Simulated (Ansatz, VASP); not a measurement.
**TaN in VASP and in Ansatz**

```
CELL_PARAMETERS angstrom
3.05000 0.00000 0.00000
-1.52500 2.64138 0.00000
0.00000 0.00000 4.84120
ATOMIC_POSITIONS crystal
Ta 0.33333 0.66667 0.00000
Ta 0.66667 0.33333 0.50000
N 0.33333 0.66667 0.38500
N 0.66667 0.33333 0.88500
```

Change from the starting cell: zz strain of -2 %, crystal datasets.

Alike in both runs: task electric field gradients; functional PBE; k mesh 9 × 9 × 5; occupations fermi-dirac, width 0.01 eV; no spin polarisation.

|  | VASP | Ansatz |
| --- | --- | --- |
| version | VASP 6.6.1 | Ansatz 0.2.0 |
| potentials or method | VASP PAW PBE potentials, release 64 (Ta_pv, N), cutoff 520 eV | all-electron PAW with datasets made for the crystal, scalar-relativistic |

VASP gave:

| Property | Result |
| --- | --- |
| pressure (GPa) | 154.8 |
| traceless stress, the component that is largest in VASP (GPa) | -10.56 |
| rms of the force components (eV/Å) | 0.693 |
| size of Vzz on the site where it differs most (V/Å²) | 10.7 |

Question: What did Ansatz give for the same quantities?

Answer: Pressure (GPa): 148.8; traceless stress, the component that is largest in VASP (GPa): -10.21; rms of the force components (eV/Å): 0.691; size of Vzz on the site where it differs most (V/Å²): 10.0.

Atom by atom the forces differ by 0.001 eV/Å (rms over components). Both programs put the cell under a high pressure, so it lies far from rest at this level. Ansatz ran all-electron here, and VASP with PAW potentials.

Spin-orbit coupling is off throughout. Noted on VASP's run: the cell as given lies far from equilibrium.
